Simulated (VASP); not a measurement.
# Sc3Te2 (P6/mmm) in VASP: a series of runs

The runs below take Sc3Te2 through single point, with PBE.

Program: VASP 6.6.1. These are calculated values, not measurements. Logs are shortened: lines on timing, memory, paths and dates and some standing lists are left out, and cuts for length are marked.

### Step 1. The cell of the first run

It takes space group P6/mmm (No. 191, hexagonal). Conventional cell: a = 4.672 Å, b = 4.672 Å, c = 6.561 Å, α = 90.00°, β = 90.00°, γ = 120.00°. Sc (site symmetry mmm) has 4 Sc at 2.34 Å within 3.1 Å. Within 3.6 Å of Te (site symmetry -6m2) lie 3 Te at 2.70 Å and 6 Sc at 3.55 Å.

### Step 2. Single point, PBE

The input, INCAR:

```
SYSTEM = Sc3Te2
  PREC = Accurate
  ENCUT = 520
  EDIFF = 1E-7
  ISMEAR = 0
  SIGMA = 0.1
  LREAL = .False.
  LASPH = .True.
  NELM = 100
  ALGO = Fast
  ISIF = 2
  LWAVE = .False.
  LCHARG = .False.
  GGA = PE
  NBANDS = 30
```

The input, KPOINTS:

```
regular mesh
0
Gamma
  6 6 4
  0 0 0
```

The input, POSCAR:

```
Sc3Te2
1.0
    4.6724615000      0.0000000000      0.0000000000
   -2.3362307500      4.0464703500      0.0000000000
    0.0000000000      0.0000000000      6.5610773000
Sc Te
3 2
Direct
    0.5000000000      0.0000000000      0.0000000000
    0.0000000000      0.5000000000      0.0000000000
    0.5000000000      0.5000000000      0.0000000000
    0.3333333300      0.6666666700      0.5000000000
    0.6666666700      0.3333333300      0.5000000000
```

Potentials or basis: VASP PAW PBE potentials, release 64 (Sc_sv, Te).

Started as:

```console
$ cat potpaw_PBE.64/Sc_sv/POTCAR potpaw_PBE.64/Te/POTCAR > POTCAR
$ mpirun -np 1 vasp_std > vasp.out
```

OUTCAR:

```text
SYSTEM = Sc3Te2
   PREC = Accurate
   ENCUT = 520
   EDIFF = 1E-7
   ISMEAR = 0
   LREAL = .False.
   LASPH = .True.
   NELM = 100
   ISIF = 2
   GGA = PE

 ion  position               nearest neighbor table
   1  0.500  0.000  0.000-   2 2.34   3 2.34   3 2.34   2 2.34   4 3.55   5 3.55   4 3.55   5 3.55

   2  0.000  0.500  0.000-   1 2.34   1 2.34   3 2.34   3 2.34   4 3.55   5 3.55   4 3.55   5 3.55

   3  0.500  0.500  0.000-   1 2.34   1 2.34   2 2.34   2 2.34   4 3.55   5 3.55   4 3.55   5 3.55

   4  0.333  0.667  0.500-   5 2.70   5 2.70   5 2.70   1 3.55   1 3.55   2 3.55   2 3.55   3 3.55
                             3 3.55
   5  0.667  0.333  0.500-   4 2.70   4 2.70   4 2.70   1 3.55   1 3.55   2 3.55   2 3.55   3 3.55
                             3 3.55

  LATTYP: Found a hexagonal cell.
 ALAT       =     4.6724615000
 C/A-ratio  =     1.4042014685

  Lattice vectors:

 A1 = (   4.6724615000,   0.0000000000,   0.0000000000)
 A2 = (  -2.3362307500,   4.0464703500,   0.0000000000)
 A3 = (   0.0000000000,   0.0000000000,   6.5610773000)

Analysis of symmetry for initial positions (statically):
=====================================================================
 Subroutine PRICEL returns:
 Original cell was already a primitive cell.

 Routine SETGRP: Setting up the symmetry group for a
 hexagonal supercell.

 Subroutine GETGRP returns: Found 24 space group operations
 (whereof 24 operations were pure point group operations)
 out of a pool of 24 trial point group operations.

The static configuration has the point symmetry D_6h.

Analysis of symmetry for dynamics (positions and initial velocities):
=====================================================================
 Subroutine PRICEL returns:
 Original cell was already a primitive cell.

 Routine SETGRP: Setting up the symmetry group for a
 hexagonal supercell.

 Subroutine GETGRP returns: Found 24 space group operations
 (whereof 24 operations were pure point group operations)
 out of a pool of 24 trial point group operations.

The dynamic configuration has the point symmetry D_6h.

 Subroutine INISYM returns: Found 24 space group operations
 (whereof 24 operations are pure point group operations),
 and found     1 'primitive' translations

----------------------------------------------------------------------------------------

                                     Primitive cell

  volume of cell :     124.0501

  direct lattice vectors                    reciprocal lattice vectors
     4.672461500  0.000000000  0.000000000     0.214019955  0.123564479  0.000000000
    -2.336230750  4.046470350  0.000000000     0.000000000  0.247128958  0.000000000
     0.000000000  0.000000000  6.561077300     0.000000000  0.000000000  0.152413995

  length of vectors
     4.672461500  4.672461494  6.561077300     0.247128957  0.247128958  0.152413995

  position of ions in fractional coordinates (direct lattice)
     0.500000000  0.000000000  0.000000000
     1.000000000  0.500000000  0.000000000
     0.500000000  0.500000000  0.000000000
     0.333333330  0.666666670  0.500000000
     0.666666670  0.333333330  0.500000000

  ion indices of the primitive-cell ions
   primitive index   ion index
                 1           1
                 2           2
                 3           3
                 4           4
                 5           5

----------------------------------------------------------------------------------------

 KPOINTS: regular mesh

Automatic generation of k-mesh.
 Grid dimensions read from file:
 generate k-points for:    6    6    4

 Generating k-lattice:

  Cartesian coordinates                     Fractional coordinates (reciprocal lattice)
     0.035669993  0.020594080  0.000000000     0.166666667 -0.000000000  0.000000000
     0.000000000  0.041188160  0.000000000     0.000000000  0.166666667  0.000000000
     0.000000000  0.000000000  0.038103499     0.000000000  0.000000000  0.250000000

  Length of vectors
     0.041188160  0.041188160  0.038103499

  Shift w.r.t. Gamma in fractional coordinates (k-lattice)
     0.000000000  0.000000000  0.000000000

 Subroutine IBZKPT returns following result:
 ===========================================

 Found     21 irreducible k-points:

 Following reciprocal coordinates:
            Coordinates               Weight
  0.000000  0.000000  0.000000      1.000000
  0.166667  0.000000  0.000000      6.000000
  0.333333  0.000000  0.000000      6.000000
  0.500000  0.000000  0.000000      3.000000
  0.166667  0.166667  0.000000      6.000000
  0.333333  0.166667  0.000000     12.000000
[... 13 lines left out ...]
  0.333333  0.166667  0.500000     12.000000
  0.333333  0.333333  0.500000      2.000000
   k-points           NKPTS =     21   k-points in BZ     NKDIM =     21   number of bands    NBANDS=     30
   number of dos      NEDOS =    301   number of ions     NIONS =      5
   total plane-waves  NPLWV =  64800
   dimension x,y,z NGX =    36 NGY =   36 NGZ =   50
   dimension x,y,z NGXF=    72 NGYF=   72 NGZF=  100
   ions per type =               3   2
   NGX,Y,Z   is equivalent  to a cutoff of  12.81, 12.81, 12.67 a.u.
   NGXF,Y,Z  is equivalent  to a cutoff of  25.62, 25.62, 25.34 a.u.
 SYSTEM =  Sc3Te2
   PREC   = accura    normal or accurate (medium, high low for compatibility)
   ISTART =      0    job   : 0-new  1-cont  2-samecut
   ICHARG =      2    charge: 1-file 2-atom 10-const
   ISPIN  =      1    spin polarized calculation?
   LNONCOLLINEAR =      F non collinear calculations
   LSORBIT =      F    spin-orbit coupling
   LASPH  =      T    aspherical Exc in radial PAW
   ENCUT  =  520.0 eV  38.22 Ry    6.18 a.u.   8.69  8.69 12.20*2*pi/ulx,y,z
   NELM   =    100;   NELMIN=  2; NELMDL= -5     # of ELM steps
   EDIFF  = 0.1E-06   stopping-criterion for ELM
   LREAL  =      F    real-space projection
   EDIFFG = 0.1E-05   stopping-criterion for IOM
   NSW    =      0    number of steps for IOM
   IBRION =     -1    ionic relax: 0-MD 1-quasi-New 2-CG
   NFREE  =      0    steps in history (QN), initial steepest desc. (CG)
   ISIF   =      2    stress and relaxation
   ISYM   =      2    0-nonsym 1-usesym 2-fastsym
   POTIM  = 0.5000    time-step for ionic-motion
   TEBEG  =    0.0;   TEEND  =   0.0 temperature during run
   PSTRESS=    0.0 pullay stress
   NELECT =      45.0000    total number of electrons
   NUPDOWN=      -1.0000    fix difference up-down
   EMIN   =  10.00;   EMAX   =-10.00  energy-range for DOS
   EFERMI =   0.00;   METHOD = LEGACY
   ISMEAR =     0;   SIGMA  =   0.10  broadening in eV -4-tet -1-fermi 0-gaus
   EFERMI_NEDOS =   21; number of points for ismear=-14 and -15
   IALGO  =     68    algorithm
   IMIX   =      4    mixing-type and parameters
     AMIX     =   0.40;   BMIX     =  1.00
     AMIX_MAG =   1.60;   BMIX_MAG =  1.00
  volume/ion in A,a.u.               =      24.81       167.43
  Fermi-wavevector in a.u.,A,eV,Ry     =   1.167562  2.206372 18.547473  1.363201
  Thomas-Fermi vector in A             =   2.304060
   LORBIT       =      0    0 simple, 1 ext, 2 COOP (PROOUT), +10 PAW based schemes
   GGA     = PE    functional components
   LHFCALC =     F    Hartree Fock is set to
   AEXX    =    0.0000 exact exchange contribution
   IVDW    =     0    specifies the selected vdW correction
   LEPSILON=     F    determine dielectric tensor
   LRPA    =     F    only Hartree local field effects (RPA)
 non-spin polarized calculation
 RMM-DIIS sequential band-by-band and
 Gauss-broadening in eV      SIGMA  =   0.10
  energy-cutoff  :      520.00
  volume of cell :      124.05
 maximum number of plane-waves:      3368
 NGX is ok and might be reduce to    36
   NGX = 17   NGY = 17   NGZ = 25

 number of electron      45.0000008 magnetization

 Free energy of the ion-electron system (eV)
  ---------------------------------------------------
  ext. energy  EPLUGINS =         0.00000000
  ---------------------------------------------------
  free energy    TOTEN  =       -15.94696912 eV

  energy without entropy =      -15.92249179  energy(sigma->0) =      -15.93473045

 E-fermi :   6.1546     XC(G=0):  -9.7964

 val. band max:        6.1100554428   @ k =   0.3333   0.3333   0.5000
 cond. band min:       6.1621794362   @ k =   0.3333   0.0000   0.2500
 fundamental gap:      0.0521239933
 Fermi energy:         6.1546475837

 k-point     1 :       0.0000    0.0000    0.0000
  band No.  band energies     occupation
      1     -43.1747      2.00000
      2     -42.1581      2.00000
      3     -42.1581      2.00000
      4     -23.8521      2.00000
      5     -22.3042      2.00000
      6     -22.3042      2.00000
[... 22 lines left out ...]
     29       9.7578      0.00000
     30       9.7587      0.00000

 k-point     2 :       0.1667    0.0000    0.0000
  band No.  band energies     occupation
      1     -43.1194      2.00000
      2     -42.2240      2.00000
      3     -42.1590      2.00000
      4     -23.6619      2.00000
      5     -22.2769      2.00000
      6     -22.1676      2.00000
[... 22 lines left out ...]
     29       9.2353      0.00000
     30       9.7042      0.00000

 k-point     3 :       0.3333    0.0000    0.0000
  band No.  band energies     occupation
      1     -42.9742      2.00000
      2     -42.3903      2.00000
      3     -42.1608      2.00000
      4     -23.2231      2.00000
      5     -22.1172      2.00000
      6     -21.7860      2.00000
[... 22 lines left out ...]
     29       8.6507      0.00000
     30       8.8999      0.00000

 k-point     4 :       0.5000    0.0000    0.0000
  band No.  band energies     occupation
      1     -42.8546      2.00000
      2     -42.5204      2.00000
      3     -42.1617      2.00000
      4     -22.9856      2.00000
      5     -21.5683      2.00000
      6     -21.5469      2.00000
[... 517 lines left out ...]
     29       8.8268      0.00000
     30       9.1642      0.00000

 k-point    20 :       0.3333    0.1667    0.5000
  band No.  band energies     occupation
      1     -42.8552      2.00000
      2     -42.5190      2.00000
      3     -42.1624      2.00000
      4     -22.8833      2.00000
      5     -22.0546      2.00000
      6     -21.4934      2.00000
[... 22 lines left out ...]
     29       8.5260      0.00000
     30       8.9613      0.00000

 k-point    21 :       0.3333    0.3333    0.5000
  band No.  band energies     occupation
      1     -42.6894      2.00000
      2     -42.6894      2.00000
      3     -42.1637      2.00000
      4     -22.3355      2.00000
      5     -22.3355      2.00000
      6     -21.8496      2.00000
[... 22 lines left out ...]
     29       8.3940      0.00000
     30       8.7619      0.00000

------------------------ aborting loop because EDIFF is reached ----------------------------------------

  FORCE on cell =-STRESS in cart. coord.  units (eV):
  Direction    XX          YY          ZZ          XY          YZ          ZX
  --------------------------------------------------------------------------------------
  -------------------------------------------------------------------------------------
  Total       28.1198025     28.1198024     -7.7840142      0.0000000      0.0000000      0.0000000
  in kB      363.1830733    363.1830720   -100.5349239      0.0000000      0.0000000      0.0000000
  external PRESSURE =     208.6104071 kB  Pullay stress =       0.0000000 kB

 VOLUME and BASIS-vectors are now :
 -----------------------------------------------------------------------------
  energy-cutoff  :      520.00
  volume of cell :      124.05
      direct lattice vectors                 reciprocal lattice vectors
     4.672461500  0.000000000  0.000000000     0.214019955  0.123564479  0.000000000
    -2.336230750  4.046470350  0.000000000     0.000000000  0.247128958  0.000000000
     0.000000000  0.000000000  6.561077300     0.000000000  0.000000000  0.152413995

 POSITION                                       TOTAL-FORCE (eV/Angst)
 -----------------------------------------------------------------------------------
      2.33623      0.00000      0.00000        -0.000000      0.000000     -0.000000
     -1.16812      2.02324      0.00000         0.000000      0.000000     -0.000000
      1.16812      2.02324      0.00000        -0.000000      0.000000     -0.000000
     -0.00000      2.69765      3.28054        -0.000000     -0.000000     -0.000000
      2.33623      1.34882      3.28054         0.000000      0.000000      0.000000
 -----------------------------------------------------------------------------------
    total drift:                                0.000000     -0.000000     -0.000000

  FREE ENERGIE OF THE ION-ELECTRON SYSTEM (eV)
  ---------------------------------------------------
  free  energy   TOTEN  =       -15.9469691210 eV

  energy  without entropy=      -15.9224917873  energy(sigma->0) =      -15.93473045
```

Wall time 3.5 min (1 thread of AMD EPYC 9755, shared host); peak memory 0.23 GiB.

Results:

| Quantity | Value |
| --- | --- |
| Free energy | -15.9470 eV |
| Pressure | 20.9 GPa |

Caveat: spin-orbit coupling is left out, which moves the levels of the heavy elements.

### Step 3. Single point, PBE

This run uses another cell than the first one, of 34.89 Å³/atom, 1.406 times its volume.

The input, INCAR:

```
PREC     = Accurate       # precision mode
ENCUT    = 520            # plane-wave cutoff, eV
EDIFF    = 1E-6           # SCF threshold, eV
ISMEAR   = 0              # smearing method
SIGMA    = 0.1            # smearing width, eV
LREAL    = F              # projectors in reciprocal space
LASPH    = T              # aspherical terms in the spheres
NELM     = 100            # most SCF steps
ALGO     = Normal         # electronic algorithm
ISIF     = 2              # what is computed and relaxed
LWAVE    = F              # write WAVECAR
LCHARG   = F              # write CHGCAR
GGA      = PE             # functional
NBANDS   = 30             # bands
```

The input, KPOINTS:

```
regular mesh
0
Gamma
  6 6 4
```

The input, POSCAR:

```
Sc3Te2
1.0
    6.8394734435      0.0000000000      0.0000000000
   -3.4197367217      5.9231577505      0.0000000000
    0.0000000000      0.0000000000      4.3063432717
Sc Te
3 2
Direct
    0.5000000000      0.0000000000      0.0000000000
    0.0000000000      0.5000000000      0.0000000000
    0.5000000000      0.5000000000      0.0000000000
    0.3333333333      0.6666666667      0.5000000000
    0.6666666667      0.3333333333      0.5000000000
```

Potentials or basis: VASP PAW PBE potentials, release 64 (Sc_sv, Te).

Started as:

```console
$ cat potpaw_PBE.64/Sc_sv/POTCAR potpaw_PBE.64/Te/POTCAR > POTCAR
$ mpirun -np 1 vasp_std > vasp.out
```

Wall time 2.7 min (1 thread of AMD EPYC 9755, shared host); peak memory 0.3 GiB.

Results (log left out):

* Free energy: -26.9906 eV
* Pressure: 0.1 GPa

Stress tensor (GPa, compression positive):
```
 0.22  0.00  0.00
 0.00  0.22  0.00
 0.00  0.00 -0.09
```

Levels at points of the mesh, in eV from the Fermi level:
```tsv
k point	band 21	band 22	band 23	band 24	band 25	band 26
(0.00, 0.00, 0.00)	-1.57	-0.95	-0.15	-0.15	0.56	0.56
(0.50, 0.00, 0.00)	-0.97	-0.46	0.19	0.39	0.60	0.87
(0.00, 0.00, 0.50)	-0.56	-0.56	-0.27	0.76	0.96	0.96
(0.50, 0.00, 0.50)	-0.20	0.06	0.11	0.52	0.71	0.84
```

Caveat: the k points lie up to 0.36 Å⁻¹ apart; spin-orbit coupling is left out, which moves the levels of the heavy elements.
